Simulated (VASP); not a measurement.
# CsPbBr3 (Pm-3m) in VASP: further runs, part 2 of 2

VASP 6.6.1. The steps go on from the part before.

## 3. Single point, PBEsol (volume scaled by 1.03)

Input file INCAR:

```
PREC = Accurate
ENCUT = 520
EDIFF = 1E-7
ISMEAR = 0
SIGMA = 0.02
LREAL = False
LASPH = True
NELM = 60
ALGO = Normal
ISIF = 2
LWAVE = False
LCHARG = True
GGA = PS
LELF = True
LVHAR = True
NBANDS = 30
```

Input file KPOINTS:

```
Automatic mesh
0
Gamma
  6 6 6
```

Input file POSCAR:

```
CsPbBr3
1.0
    5.9281225919      0.0000000000      0.0000000000
    0.0000000000      5.9281225919      0.0000000000
    0.0000000000      0.0000000000      5.9281225919
Cs Pb Br
1 1 3
Direct
    0.0000000000      0.0000000000      0.0000000000
    0.5000000000      0.5000000000      0.5000000000
    0.0000000000      0.5000000000      0.5000000000
    0.5000000000      0.0000000000      0.5000000000
    0.5000000000      0.5000000000      0.0000000000
```

Potentials or basis: VASP PAW PBE potentials, release 64 (Cs_sv, Pb_d, Br).

The run is started by

```sh
$ cat potpaw_PBE.64/Cs_sv/POTCAR potpaw_PBE.64/Pb_d/POTCAR potpaw_PBE.64/Br/POTCAR > POTCAR
$ mpirun -np 1 vasp_std > vasp.out
```

OUTCAR:

```text
PREC = Accurate
   ENCUT = 520
   EDIFF = 1E-7
   ISMEAR = 0
   LREAL = False
   LASPH = True
   NELM = 60
   ISIF = 2
   GGA = PS

 ion  position               nearest neighbor table
   1  0.000  0.000  0.000-
   2  0.500  0.500  0.500-   3 2.96   4 2.96   5 2.96   5 2.96   4 2.96   3 2.96
   3  0.000  0.500  0.500-   2 2.96   2 2.96
   4  0.500  0.000  0.500-   2 2.96   2 2.96
   5  0.500  0.500  0.000-   2 2.96   2 2.96

  LATTYP: Found a simple cubic cell.
 ALAT       =     5.9281225919

  Lattice vectors:

 A1 = (   5.9281225919,   0.0000000000,   0.0000000000)
 A2 = (   0.0000000000,   5.9281225919,   0.0000000000)
 A3 = (   0.0000000000,   0.0000000000,   5.9281225919)

Analysis of symmetry for initial positions (statically):
=====================================================================
 Subroutine PRICEL returns:
 Original cell was already a primitive cell.

 Routine SETGRP: Setting up the symmetry group for a
 simple cubic supercell.

 Subroutine GETGRP returns: Found 48 space group operations
 (whereof 48 operations were pure point group operations)
 out of a pool of 48 trial point group operations.

The static configuration has the point symmetry O_h .

Analysis of symmetry for dynamics (positions and initial velocities):
=====================================================================
 Subroutine PRICEL returns:
 Original cell was already a primitive cell.

 Routine SETGRP: Setting up the symmetry group for a
 simple cubic supercell.

 Subroutine GETGRP returns: Found 48 space group operations
 (whereof 48 operations were pure point group operations)
 out of a pool of 48 trial point group operations.

The dynamic configuration has the point symmetry O_h .

 Subroutine INISYM returns: Found 48 space group operations
 (whereof 48 operations are pure point group operations),
 and found     1 'primitive' translations

----------------------------------------------------------------------------------------

                                     Primitive cell

  volume of cell :     208.3299

  direct lattice vectors                    reciprocal lattice vectors
     5.928122592  0.000000000  0.000000000     0.168687470  0.000000000  0.000000000
     0.000000000  5.928122592  0.000000000     0.000000000  0.168687470  0.000000000
     0.000000000  0.000000000  5.928122592     0.000000000  0.000000000  0.168687470

  length of vectors
     5.928122592  5.928122592  5.928122592     0.168687470  0.168687470  0.168687470

  position of ions in fractional coordinates (direct lattice)
     0.000000000  0.000000000  0.000000000
     0.500000000  0.500000000  0.500000000
     0.000000000  0.500000000  0.500000000
     0.500000000  0.000000000  0.500000000
     0.500000000  0.500000000  0.000000000

  ion indices of the primitive-cell ions
   primitive index   ion index
                 1           1
                 2           2
                 3           3
                 4           4
                 5           5

----------------------------------------------------------------------------------------

 KPOINTS: Automatic mesh

Automatic generation of k-mesh.
 Grid dimensions read from file:
 generate k-points for:    6    6    6

 Generating k-lattice:

  Cartesian coordinates                     Fractional coordinates (reciprocal lattice)
     0.028114578  0.000000000  0.000000000     0.166666667  0.000000000  0.000000000
     0.000000000  0.028114578  0.000000000     0.000000000  0.166666667  0.000000000
     0.000000000  0.000000000  0.028114578     0.000000000  0.000000000  0.166666667

  Length of vectors
     0.028114578  0.028114578  0.028114578

  Shift w.r.t. Gamma in fractional coordinates (k-lattice)
     0.000000000  0.000000000  0.000000000

 Subroutine IBZKPT returns following result:
 ===========================================

 Found     20 irreducible k-points:

 Following reciprocal coordinates:
            Coordinates               Weight
  0.000000  0.000000  0.000000      1.000000
  0.166667  0.000000  0.000000      6.000000
  0.333333  0.000000  0.000000      6.000000
  0.500000  0.000000  0.000000      3.000000
  0.166667  0.166667  0.000000     12.000000
  0.333333  0.166667  0.000000     24.000000
[... 12 lines left out ...]
  0.500000  0.500000  0.333333      6.000000
  0.500000  0.500000  0.500000      1.000000
   k-points           NKPTS =     20   k-points in BZ     NKDIM =     20   number of bands    NBANDS=     30
   number of dos      NEDOS =    301   number of ions     NIONS =      5
   total plane-waves  NPLWV = 110592
   dimension x,y,z NGX =    48 NGY =   48 NGZ =   48
   dimension x,y,z NGXF=    96 NGYF=   96 NGZF=   96
   ions per type =               1   1   3
   NGX,Y,Z   is equivalent  to a cutoff of  13.46, 13.46, 13.46 a.u.
   NGXF,Y,Z  is equivalent  to a cutoff of  26.92, 26.92, 26.92 a.u.
 SYSTEM =  unknown system
   PREC   = accura    normal or accurate (medium, high low for compatibility)
   ISTART =      0    job   : 0-new  1-cont  2-samecut
   ICHARG =      2    charge: 1-file 2-atom 10-const
   ISPIN  =      1    spin polarized calculation?
   LNONCOLLINEAR =      F non collinear calculations
   LSORBIT =      F    spin-orbit coupling
   LASPH  =      T    aspherical Exc in radial PAW
   ENCUT  =  520.0 eV  38.22 Ry    6.18 a.u.  11.02 11.02 11.02*2*pi/ulx,y,z
   NELM   =     60;   NELMIN=  2; NELMDL= -5     # of ELM steps
   EDIFF  = 0.1E-06   stopping-criterion for ELM
   LREAL  =      F    real-space projection
   EDIFFG = 0.1E-05   stopping-criterion for IOM
   NSW    =      0    number of steps for IOM
   IBRION =     -1    ionic relax: 0-MD 1-quasi-New 2-CG
   NFREE  =      0    steps in history (QN), initial steepest desc. (CG)
   ISIF   =      2    stress and relaxation
   ISYM   =      2    0-nonsym 1-usesym 2-fastsym
   POTIM  = 0.5000    time-step for ionic-motion
   TEBEG  =    0.0;   TEEND  =   0.0 temperature during run
   PSTRESS=    0.0 pullay stress
   NELECT =      44.0000    total number of electrons
   NUPDOWN=      -1.0000    fix difference up-down
   EMIN   =  10.00;   EMAX   =-10.00  energy-range for DOS
   EFERMI =   0.00;   METHOD = LEGACY
   ISMEAR =     0;   SIGMA  =   0.02  broadening in eV -4-tet -1-fermi 0-gaus
   EFERMI_NEDOS =   21; number of points for ismear=-14 and -15
   IALGO  =     38    algorithm
   IMIX   =      4    mixing-type and parameters
     AMIX     =   0.40;   BMIX     =  1.00
     AMIX_MAG =   1.60;   BMIX_MAG =  1.00
  volume/ion in A,a.u.               =      41.67       281.18
  Fermi-wavevector in a.u.,A,eV,Ry     =   0.974934  1.842358 12.932287  0.950496
  Thomas-Fermi vector in A             =   2.105433
   LORBIT       =      0    0 simple, 1 ext, 2 COOP (PROOUT), +10 PAW based schemes
   GGA     = PS    functional components
   LHFCALC =     F    Hartree Fock is set to
   AEXX    =    0.0000 exact exchange contribution
   IVDW    =     0    specifies the selected vdW correction
   LEPSILON=     F    determine dielectric tensor
   LRPA    =     F    only Hartree local field effects (RPA)
 non-spin polarized calculation
 Gauss-broadening in eV      SIGMA  =   0.02
  energy-cutoff  :      520.00
  volume of cell :      208.33
 maximum number of plane-waves:      5644
 NGX is ok and might be reduce to    48
   NGX = 23   NGY = 23   NGZ = 23

 number of electron      43.9999991 magnetization

 Free energy of the ion-electron system (eV)
  ---------------------------------------------------
  ext. energy  EPLUGINS =         0.00000000
  ---------------------------------------------------
  free energy    TOTEN  =       -16.79749989 eV

  energy without entropy =      -16.79749989  energy(sigma->0) =      -16.79749989

 E-fermi :   1.0080     XC(G=0):  -7.6892

 val. band max:        0.8655556606   @ k =   0.5000   0.5000   0.5000
 cond. band min:       2.4114741942   @ k =   0.5000   0.5000   0.5000
 fundamental gap:      1.5459185336
 Fermi energy:         1.0080417603

 k-point     1 :       0.0000    0.0000    0.0000
  band No.  band energies     occupation
      1     -20.4555      2.00000
      2     -15.8342      2.00000
      3     -15.8342      2.00000
      4     -15.6903      2.00000
      5     -15.6903      2.00000
      6     -15.6903      2.00000
[... 649 lines left out ...]
     29       6.1374      0.00000
     30       7.3690      0.00000

------------------------ aborting loop because EDIFF is reached ----------------------------------------

  FORCE on cell =-STRESS in cart. coord.  units (eV):
  Direction    XX          YY          ZZ          XY          YZ          ZX
  --------------------------------------------------------------------------------------
  -------------------------------------------------------------------------------------
  Total       -0.7466356     -0.7466356     -0.7466356     -0.0000000      0.0000000     -0.0000000
  in kB       -5.7420602     -5.7420602     -5.7420602     -0.0000000      0.0000000     -0.0000000
  external PRESSURE =      -5.7420602 kB  Pullay stress =       0.0000000 kB

 VOLUME and BASIS-vectors are now :
 -----------------------------------------------------------------------------
  energy-cutoff  :      520.00
  volume of cell :      208.33
      direct lattice vectors                 reciprocal lattice vectors
     5.928122592  0.000000000  0.000000000     0.168687470  0.000000000  0.000000000
     0.000000000  5.928122592  0.000000000     0.000000000  0.168687470  0.000000000
     0.000000000  0.000000000  5.928122592     0.000000000  0.000000000  0.168687470

 POSITION                                       TOTAL-FORCE (eV/Angst)
 -----------------------------------------------------------------------------------
      0.00000      0.00000      0.00000         0.000000      0.000000      0.000000
      2.96406      2.96406      2.96406         0.000000      0.000000      0.000000
      0.00000      2.96406      2.96406         0.000000      0.000000      0.000000
      2.96406      0.00000      2.96406         0.000000      0.000000      0.000000
      2.96406      2.96406      0.00000         0.000000      0.000000      0.000000
 -----------------------------------------------------------------------------------
    total drift:                                0.000000     -0.000000     -0.000000

  FREE ENERGIE OF THE ION-ELECTRON SYSTEM (eV)
  ---------------------------------------------------
  free  energy   TOTEN  =       -16.7974998868 eV

  energy  without entropy=      -16.7974998868  energy(sigma->0) =      -16.79749989
```

It took 2.2 min on 1 thread of AMD EPYC 7R13 (Zen 3), shared host; peak memory 0.36 GiB.

What came out:

* Free energy: -16.7975 eV
* Pressure: -0.6 GPa
* Band gap on the k mesh: 1.55 eV, direct

Caveat: the PAW data sets were made with another functional, which shifts forces and pressure a little; spin-orbit coupling is left out, which moves the levels of the heavy elements. A k mesh can miss the band edges.

## 4. Single point, PBEsol (volume scaled by 1.06)

Input file INCAR:

```
PREC     = Accurate       # precision mode
ENCUT    = 520            # plane-wave cutoff, eV
EDIFF    = 1E-6           # SCF threshold, eV
ISMEAR   = 0              # smearing method
SIGMA    = 0.02           # smearing width, eV
LREAL    = False          # projectors in reciprocal space
LASPH    = True           # aspherical terms in the spheres
NELM     = 100            # most SCF steps
ALGO     = Normal         # electronic algorithm
ISIF     = 2              # what is computed and relaxed
LWAVE    = False          # write WAVECAR
LCHARG   = True           # write CHGCAR
GGA      = PS             # functional
LELF     = True           # ELF
LVHAR    = True         
NBANDS   = 30             # bands
```

KPOINTS is that of step 3.

Changes to POSCAR since step 3:

```diff
@@ -2,5 +2,5 @@
 1.0
-    5.9281225919      0.0000000000      0.0000000000
-    0.0000000000      5.9281225919      0.0000000000
-    0.0000000000      0.0000000000      5.9281225919
+    5.9851272676      0.0000000000      0.0000000000
+    0.0000000000      5.9851272676      0.0000000000
+    0.0000000000      0.0000000000      5.9851272676
 Cs Pb Br
```

Potentials or basis: VASP PAW PBE potentials, release 64 (Cs_sv, Pb_d, Br).

The run is started by

```sh
$ cat potpaw_PBE.64/Cs_sv/POTCAR potpaw_PBE.64/Pb_d/POTCAR potpaw_PBE.64/Br/POTCAR > POTCAR
$ mpirun -np 1 vasp_std > vasp.out
```

OUTCAR:

```text
PREC = Accurate
   ENCUT = 520
   EDIFF = 1E-6
   ISMEAR = 0
   LREAL = False
   LASPH = True
   NELM = 100
   ISIF = 2
   GGA = PS

 ion  position               nearest neighbor table
   1  0.000  0.000  0.000-
   2  0.500  0.500  0.500-   3 2.99   4 2.99   5 2.99   5 2.99   4 2.99   3 2.99
   3  0.000  0.500  0.500-   2 2.99   2 2.99
   4  0.500  0.000  0.500-   2 2.99   2 2.99
   5  0.500  0.500  0.000-   2 2.99   2 2.99

  LATTYP: Found a simple cubic cell.
[... 854 lines left out ...]
  Direction    XX          YY          ZZ          XY          YZ          ZX
  --------------------------------------------------------------------------------------
  -------------------------------------------------------------------------------------
  Total       -1.4441019     -1.4441019     -1.4441019     -0.0000000      0.0000000     -0.0000000
  in kB      -10.7916602    -10.7916602    -10.7916602     -0.0000000      0.0000000     -0.0000000
  external PRESSURE =     -10.7916602 kB  Pullay stress =       0.0000000 kB

 VOLUME and BASIS-vectors are now :
 -----------------------------------------------------------------------------
  energy-cutoff  :      520.00
  volume of cell :      214.40
      direct lattice vectors                 reciprocal lattice vectors
     5.985127268  0.000000000  0.000000000     0.167080825  0.000000000  0.000000000
     0.000000000  5.985127268  0.000000000     0.000000000  0.167080825  0.000000000
     0.000000000  0.000000000  5.985127268     0.000000000  0.000000000  0.167080825

 POSITION                                       TOTAL-FORCE (eV/Angst)
 -----------------------------------------------------------------------------------
      0.00000      0.00000      0.00000         0.000000      0.000000      0.000000
      2.99256      2.99256      2.99256         0.000000      0.000000      0.000000
      0.00000      2.99256      2.99256         0.000000      0.000000      0.000000
      2.99256      0.00000      2.99256         0.000000      0.000000      0.000000
      2.99256      2.99256      0.00000         0.000000      0.000000      0.000000
 -----------------------------------------------------------------------------------
    total drift:                                0.000000     -0.000000     -0.000000

  FREE ENERGIE OF THE ION-ELECTRON SYSTEM (eV)
  ---------------------------------------------------
  free  energy   TOTEN  =       -16.7667466631 eV

  energy  without entropy=      -16.7667466631  energy(sigma->0) =      -16.76674666
```

stdout:

```text
POSCAR found type information on POSCAR CsPbBr
 POSCAR found :  3 types and       5 ions
 scaLAPACK will be used
 -----------------------------------------------------------------------------
|                                                                             |
|                                                                             |
|     You enforced a specific xc type in the INCAR file but a different       |
|     I HOPE YOU KNOW WHAT YOU ARE DOING!                                     |
|                                                                             |
 -----------------------------------------------------------------------------

 LDA part: xc-table for (Slater+PW92), standard interpolation
 POSCAR, INCAR and KPOINTS ok, starting setup
 FFT: planning ... GRIDC
 FFT: planning ... GRID_SOFT
 FFT: planning ... GRID
 WAVECAR not read
 entering main loop
```

Run time: 1.7 min. Hardware: 1 thread of AMD EPYC 7R13 (Zen 3), shared host; peak memory 0.36 GiB.

What came out:

```yaml
Free_energy: -16.7667 eV
Pressure: -1.1 GPa
Band_gap_on_the_k_mesh: 1.65 eV, direct
```

Caveat: the PAW data sets were made with another functional, which shifts forces and pressure a little; spin-orbit coupling is left out, which moves the levels of the heavy elements. A k mesh can miss the band edges.

## 5. The runs side by side

```tsv
cell	gap on the mesh (eV)	pressure (GPa)
a = 5.870 Å, 5 atoms	1.43	0.0
a = 5.928 Å, 5 atoms	1.55	-0.6
a = 5.985 Å, 5 atoms	1.65	-1.1
```

Alike in all rows: task single point; level PBEsol; potentials or basis VASP PAW PBE potentials, release 64 (Cs_sv, Pb_d, Br); no spin polarisation; k mesh 6 × 6 × 6; cutoff (eV) 520; smearing gaussian 0.02 eV.

Caveats: the PAW data sets were made with another functional, which shifts forces and pressure a little; spin-orbit coupling is left out, which moves the levels of the heavy elements.

Absolute energies hang on the potentials; compare differences alone.
